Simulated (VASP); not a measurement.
# NaHgF3 (Pm-3m) in VASP: further runs

Aim: see how the results for NaHgF3 move with the level of theory and the settings. Levels: PBE, r2SCAN. Tasks: single point.

Program: VASP 6.6.1. These are calculated values, not measurements. Logs are shortened: lines on timing, memory, paths and dates and some standing lists are left out, and cuts for length are marked.

## Step 1: The cell of the first run

The structure is cubic, space group Pm-3m (No. 221). Conventional cell: a = 4.499 Å, b = 4.499 Å, c = 4.499 Å, α = 90.00°, β = 90.00°, γ = 90.00°. Na (site symmetry m-3m) has 12 F at 3.18 Å and 8 Hg at 3.90 Å within 4.2 Å. Hg (site symmetry m-3m) has 6 F at 2.25 Å within 3.0 Å. F (site symmetry 4/mmm) has 2 Hg at 2.25 Å within 3.0 Å.

## Step 2: Single point, PBE

The input, INCAR:

```
PREC = Accurate ; ENCUT = 520
EDIFF = 1E-6 ; ISMEAR = -1
SIGMA = 0.02 ; LREAL = False
LASPH = True ; NELM = 100
ALGO = Normal ; ISIF = 2
LWAVE = False ; LCHARG = False
GGA = PE ; NBANDS = 28
```

The input, KPOINTS:

```
Automatic mesh
0
Gamma
  6 6 6
```

The input, POSCAR:

```
NaHgF3
1.0
    4.4988204031      0.0000000000      0.0000000000
    0.0000000000      4.4988204031      0.0000000000
    0.0000000000      0.0000000000      4.4988204031
Na Hg F
1 1 3
Direct
    0.0000000000      0.0000000000      0.0000000000
    0.5000000000      0.5000000000      0.5000000000
    0.5000000000      0.5000000000      0.0000000000
    0.5000000000      0.0000000000      0.5000000000
    0.0000000000      0.5000000000      0.5000000000
```

Potentials or basis: VASP PAW PBE potentials, release 64 (Na_pv, Hg, F).

Command:

```sh
$ cat potpaw_PBE.64/Na_pv/POTCAR potpaw_PBE.64/Hg/POTCAR potpaw_PBE.64/F/POTCAR > POTCAR
$ mpirun -np 1 vasp_std > vasp.out
```

OUTCAR:

```text
PREC = Accurate
   ENCUT = 520
   EDIFF = 1E-6
   ISMEAR = -1
   LREAL = False
   LASPH = True
   NELM = 100
   ISIF = 2
   GGA = PE

 ion  position               nearest neighbor table
   1  0.000  0.000  0.000-
   2  0.500  0.500  0.500-   3 2.25   4 2.25   5 2.25   3 2.25   4 2.25   5 2.25
   3  0.500  0.500  0.000-   2 2.25   2 2.25
   4  0.500  0.000  0.500-   2 2.25   2 2.25
   5  0.000  0.500  0.500-   2 2.25   2 2.25

  LATTYP: Found a simple cubic cell.
 ALAT       =     4.4988204031

  Lattice vectors:

 A1 = (   4.4988204031,   0.0000000000,   0.0000000000)
 A2 = (   0.0000000000,   4.4988204031,   0.0000000000)
 A3 = (   0.0000000000,   0.0000000000,   4.4988204031)

Analysis of symmetry for initial positions (statically):
=====================================================================
 Subroutine PRICEL returns:
 Original cell was already a primitive cell.

 Routine SETGRP: Setting up the symmetry group for a
 simple cubic supercell.

 Subroutine GETGRP returns: Found 48 space group operations
 (whereof 48 operations were pure point group operations)
 out of a pool of 48 trial point group operations.

The static configuration has the point symmetry O_h .

Analysis of symmetry for dynamics (positions and initial velocities):
=====================================================================
 Subroutine PRICEL returns:
 Original cell was already a primitive cell.

 Routine SETGRP: Setting up the symmetry group for a
 simple cubic supercell.

 Subroutine GETGRP returns: Found 48 space group operations
 (whereof 48 operations were pure point group operations)
 out of a pool of 48 trial point group operations.

The dynamic configuration has the point symmetry O_h .

 Subroutine INISYM returns: Found 48 space group operations
 (whereof 48 operations are pure point group operations),
 and found     1 'primitive' translations

----------------------------------------------------------------------------------------

                                     Primitive cell

  volume of cell :      91.0534

  direct lattice vectors                    reciprocal lattice vectors
     4.498820403  0.000000000  0.000000000     0.222280489  0.000000000  0.000000000
     0.000000000  4.498820403  0.000000000     0.000000000  0.222280489  0.000000000
     0.000000000  0.000000000  4.498820403     0.000000000  0.000000000  0.222280489

  length of vectors
     4.498820403  4.498820403  4.498820403     0.222280489  0.222280489  0.222280489

  position of ions in fractional coordinates (direct lattice)
     0.000000000  0.000000000  0.000000000
     0.500000000  0.500000000  0.500000000
     0.500000000  0.500000000  0.000000000
     0.500000000  0.000000000  0.500000000
     0.000000000  0.500000000  0.500000000

  ion indices of the primitive-cell ions
   primitive index   ion index
                 1           1
                 2           2
                 3           3
                 4           4
                 5           5

----------------------------------------------------------------------------------------

 KPOINTS: Automatic mesh

Automatic generation of k-mesh.
 Grid dimensions read from file:
 generate k-points for:    6    6    6

 Generating k-lattice:

  Cartesian coordinates                     Fractional coordinates (reciprocal lattice)
     0.037046748  0.000000000  0.000000000     0.166666667  0.000000000  0.000000000
     0.000000000  0.037046748  0.000000000     0.000000000  0.166666667  0.000000000
     0.000000000  0.000000000  0.037046748     0.000000000  0.000000000  0.166666667

  Length of vectors
     0.037046748  0.037046748  0.037046748

  Shift w.r.t. Gamma in fractional coordinates (k-lattice)
     0.000000000  0.000000000  0.000000000

 Subroutine IBZKPT returns following result:
 ===========================================

 Found     20 irreducible k-points:

 Following reciprocal coordinates:
            Coordinates               Weight
  0.000000  0.000000  0.000000      1.000000
  0.166667  0.000000  0.000000      6.000000
  0.333333  0.000000  0.000000      6.000000
  0.500000  0.000000  0.000000      3.000000
  0.166667  0.166667  0.000000     12.000000
  0.333333  0.166667  0.000000     24.000000
[... 12 lines left out ...]
  0.500000  0.500000  0.333333      6.000000
  0.500000  0.500000  0.500000      1.000000
   k-points           NKPTS =     20   k-points in BZ     NKDIM =     20   number of bands    NBANDS=     28
   number of dos      NEDOS =    301   number of ions     NIONS =      5
   total plane-waves  NPLWV =  46656
   dimension x,y,z NGX =    36 NGY =   36 NGZ =   36
   dimension x,y,z NGXF=    72 NGYF=   72 NGZF=   72
   ions per type =               1   1   3
   NGX,Y,Z   is equivalent  to a cutoff of  13.30, 13.30, 13.30 a.u.
   NGXF,Y,Z  is equivalent  to a cutoff of  26.61, 26.61, 26.61 a.u.
 SYSTEM =  unknown system
   PREC   = accura    normal or accurate (medium, high low for compatibility)
   ISTART =      0    job   : 0-new  1-cont  2-samecut
   ICHARG =      2    charge: 1-file 2-atom 10-const
   ISPIN  =      1    spin polarized calculation?
   LNONCOLLINEAR =      F non collinear calculations
   LSORBIT =      F    spin-orbit coupling
   LASPH  =      T    aspherical Exc in radial PAW
   ENCUT  =  520.0 eV  38.22 Ry    6.18 a.u.   8.36  8.36  8.36*2*pi/ulx,y,z
   NELM   =    100;   NELMIN=  2; NELMDL= -5     # of ELM steps
   EDIFF  = 0.1E-05   stopping-criterion for ELM
   LREAL  =      F    real-space projection
   EDIFFG = 0.1E-04   stopping-criterion for IOM
   NSW    =      0    number of steps for IOM
   IBRION =     -1    ionic relax: 0-MD 1-quasi-New 2-CG
   NFREE  =      0    steps in history (QN), initial steepest desc. (CG)
   ISIF   =      2    stress and relaxation
   ISYM   =      2    0-nonsym 1-usesym 2-fastsym
   POTIM  = 0.5000    time-step for ionic-motion
   TEBEG  =    0.0;   TEEND  =   0.0 temperature during run
   PSTRESS=    0.0 pullay stress
   NELECT =      40.0000    total number of electrons
   NUPDOWN=      -1.0000    fix difference up-down
   EMIN   =  10.00;   EMAX   =-10.00  energy-range for DOS
   EFERMI =   0.00;   METHOD = LEGACY
   ISMEAR =    -1;   SIGMA  =   0.02  broadening in eV -4-tet -1-fermi 0-gaus
   EFERMI_NEDOS =   21; number of points for ismear=-14 and -15
   IALGO  =     38    algorithm
   IMIX   =      4    mixing-type and parameters
     AMIX     =   0.40;   BMIX     =  1.00
     AMIX_MAG =   1.60;   BMIX_MAG =  1.00
  volume/ion in A,a.u.               =      18.21       122.89
  Fermi-wavevector in a.u.,A,eV,Ry     =   1.244504  2.351771 21.072558  1.548789
  Thomas-Fermi vector in A             =   2.378767
   LORBIT       =      0    0 simple, 1 ext, 2 COOP (PROOUT), +10 PAW based schemes
   GGA     = PE    functional components
   LHFCALC =     F    Hartree Fock is set to
   AEXX    =    0.0000 exact exchange contribution
   IVDW    =     0    specifies the selected vdW correction
   LEPSILON=     F    determine dielectric tensor
   LRPA    =     F    only Hartree local field effects (RPA)
 non-spin polarized calculation
  energy-cutoff  :      520.00
  volume of cell :       91.05
 maximum number of plane-waves:      2470
 NGX is ok and might be reduce to    36
   NGX = 17   NGY = 17   NGZ = 17

 number of electron      40.0000005 magnetization

 Free energy of the ion-electron system (eV)
  ---------------------------------------------------
  ext. energy  EPLUGINS =         0.00000000
  ---------------------------------------------------
  free energy    TOTEN  =       -15.59635601 eV

  energy without entropy =      -15.59634895  energy(sigma->0) =      -15.59635248

 E-fermi :  -0.5920     XC(G=0):  -8.2166

 val. band max:       -0.7705843601   @ k =   0.5000   0.5000   0.5000
 cond. band min:      -0.4700308521   @ k =   0.0000   0.0000   0.0000
 fundamental gap:      0.3005535080
 Fermi energy:        -0.5920335697

 k-point     1 :       0.0000    0.0000    0.0000
  band No.  band energies     occupation
      1     -24.3137      2.00000
      2     -24.3137      2.00000
      3     -24.3137      2.00000
      4     -22.6478      2.00000
      5     -22.3827      2.00000
      6     -22.3827      2.00000
[... 20 lines left out ...]
     27       8.9862      0.00000
     28      13.0893      0.00000

 k-point     2 :       0.1667    0.0000    0.0000
  band No.  band energies     occupation
      1     -24.3148      2.00000
      2     -24.3137      2.00000
      3     -24.3137      2.00000
      4     -22.6249      2.00000
      5     -22.3823      2.00000
      6     -22.3817      2.00000
[... 20 lines left out ...]
     27      10.5152      0.00000
     28      11.9033      0.00000

 k-point     3 :       0.3333    0.0000    0.0000
  band No.  band energies     occupation
      1     -24.3170      2.00000
      2     -24.3136      2.00000
      3     -24.3136      2.00000
      4     -22.5783      2.00000
      5     -22.3812      2.00000
      6     -22.3798      2.00000
[... 20 lines left out ...]
     27      10.6483      0.00000
     28      10.6483      0.00000

 k-point     4 :       0.5000    0.0000    0.0000
  band No.  band energies     occupation
      1     -24.3181      2.00000
      2     -24.3135      2.00000
      3     -24.3135      2.00000
      4     -22.5540      2.00000
      5     -22.3807      2.00000
      6     -22.3786      2.00000
[... 454 lines left out ...]
     27       9.3028      0.00000
     28       9.4104      0.00000

 k-point    19 :       0.5000    0.5000    0.3333
  band No.  band energies     occupation
      1     -24.3155      2.00000
      2     -24.3155      2.00000
      3     -24.3147      2.00000
      4     -22.3977      2.00000
      5     -22.3739      2.00000
      6     -22.3739      2.00000
[... 20 lines left out ...]
     27       8.5803      0.00000
     28       8.5803      0.00000

 k-point    20 :       0.5000    0.5000    0.5000
  band No.  band energies     occupation
      1     -24.3152      2.00000
      2     -24.3152      2.00000
      3     -24.3152      2.00000
      4     -22.3738      2.00000
      5     -22.3738      2.00000
      6     -22.3738      2.00000
[... 20 lines left out ...]
     27       7.7135      0.00000
     28       7.7135      0.00000

------------------------ aborting loop because EDIFF is reached ----------------------------------------

  FORCE on cell =-STRESS in cart. coord.  units (eV):
  Direction    XX          YY          ZZ          XY          YZ          ZX
  --------------------------------------------------------------------------------------
  -------------------------------------------------------------------------------------
  Total        1.5541278      1.5541278      1.5541278     -0.0000000     -0.0000000      0.0000000
  in kB       27.3464752     27.3464752     27.3464752     -0.0000000     -0.0000000      0.0000000
  external PRESSURE =      27.3464752 kB  Pullay stress =       0.0000000 kB

 VOLUME and BASIS-vectors are now :
 -----------------------------------------------------------------------------
  energy-cutoff  :      520.00
  volume of cell :       91.05
      direct lattice vectors                 reciprocal lattice vectors
     4.498820403  0.000000000  0.000000000     0.222280489  0.000000000  0.000000000
     0.000000000  4.498820403  0.000000000     0.000000000  0.222280489  0.000000000
     0.000000000  0.000000000  4.498820403     0.000000000  0.000000000  0.222280489

 POSITION                                       TOTAL-FORCE (eV/Angst)
 -----------------------------------------------------------------------------------
      0.00000      0.00000      0.00000         0.000000      0.000000      0.000000
      2.24941      2.24941      2.24941         0.000000      0.000000      0.000000
      2.24941      2.24941      0.00000         0.000000      0.000000      0.000000
      2.24941      0.00000      2.24941         0.000000      0.000000      0.000000
      0.00000      2.24941      2.24941         0.000000      0.000000      0.000000
 -----------------------------------------------------------------------------------
    total drift:                                0.000000      0.000000      0.000000

  FREE ENERGIE OF THE ION-ELECTRON SYSTEM (eV)
  ---------------------------------------------------
  free  energy   TOTEN  =       -15.5963560053 eV

  energy  without entropy=      -15.5963489460  energy(sigma->0) =      -15.59635248
```

Wall time 35 s (1 thread of Oxide Virtual Turin-like, shared host); peak memory 0.19 GiB.

Results:

- Free energy: -15.5964 eV
- Pressure: 2.7 GPa
- Band gap on the k mesh: 0.30 eV (least direct gap 3.04 eV)

Levels at points of the mesh, in eV from the valence-band top:
```
           k point  band 17  band 18  band 19  band 20  band 21  band 22  band 23  band 24
(0.00, 0.00, 0.00)    -2.76    -2.74    -2.74    -2.74     0.30     4.94     9.59     9.59
(0.50, 0.00, 0.00)    -2.75    -2.27    -2.27    -2.14     3.04     4.53     7.77    10.47
(0.50, 0.50, 0.00)    -2.32    -2.27    -2.27     0.00     4.58     5.94     6.38     6.38
(0.50, 0.50, 0.50)    -2.29    -2.29     0.00     0.00     5.82     6.06     7.58     7.58
```

Caveat: spin-orbit coupling is left out, which moves the levels of the heavy elements. A k mesh can miss the band edges.

## Step 3: Single point, r2SCAN

POSCAR is that of step 2.

The input, INCAR.step1:

```
SYSTEM = NaHgF3
PREC = Accurate
ENCUT = 520
ISMEAR = 0
SIGMA = 0.01
LREAL = .False.
LASPH = .True.
NELM = 60
NBANDS = 28
GGA = PE
ALGO = Normal
EDIFF = 1E-4
LWAVE = .True.
LCHARG = .False.
```

The input, INCAR.step2:

```
SYSTEM = NaHgF3
PREC = Accurate
ENCUT = 520
EDIFF = 1E-7
ISMEAR = 0
SIGMA = 0.01
LREAL = .False.
LASPH = .True.
NELM = 60
ALGO = Normal
ISIF = 2
LWAVE = .False.
LCHARG = .True.
METAGGA = R2SCAN
LMIXTAU = .True.
LELF = .True.
LVHAR = .True.
NBANDS = 28
ISTART = 1
```

The input, KPOINTS:

```
Automatic mesh
0
Gamma
  6 6 6
  0 0 0
```

Potentials or basis: VASP PAW PBE potentials, release 64 (Na_pv, Hg, F).

Command:

```sh
$ cat potpaw_PBE.64/Na_pv/POTCAR potpaw_PBE.64/Hg/POTCAR potpaw_PBE.64/F/POTCAR > POTCAR
$ cp INCAR.step1 INCAR
$ mpirun -np 1 vasp_std > vasp.out
$ cp INCAR.step2 INCAR
$ mpirun -np 1 vasp_std > vasp.out
```

Wall time 4.3 min (1 thread of Oxide Virtual Turin-like, shared host); peak memory 0.21 GiB.

Results (log left out):

```
Free energy            : -71.6526 eV
Pressure               : 0.5 GPa
Band gap on the k mesh : 0.83 eV (least direct gap 3.75 eV)
```

Levels at points of the mesh, in eV from the valence-band top:
| k point | band 17 | band 18 | band 19 | band 20 | band 21 | band 22 | band 23 | band 24 |
| --- | --- | --- | --- | --- | --- | --- | --- | --- |
| (0.00, 0.00, 0.00) | -2.92 | -2.92 | -2.92 | -2.92 | 0.83 | 5.66 | 10.14 | 10.14 |
| (0.50, 0.00, 0.00) | -2.91 | -2.42 | -2.42 | -2.05 | 3.49 | 5.18 | 8.34 | 11.09 |
| (0.50, 0.50, 0.00) | -2.43 | -2.41 | -2.41 | 0.00 | 5.09 | 6.75 | 6.96 | 6.96 |
| (0.50, 0.50, 0.50) | -2.41 | -2.41 | 0.00 | 0.00 | 6.39 | 6.96 | 8.25 | 8.25 |

Caveat: the PAW data sets were made with another functional, which shifts forces and pressure a little; spin-orbit coupling is left out, which moves the levels of the heavy elements. A k mesh can miss the band edges.
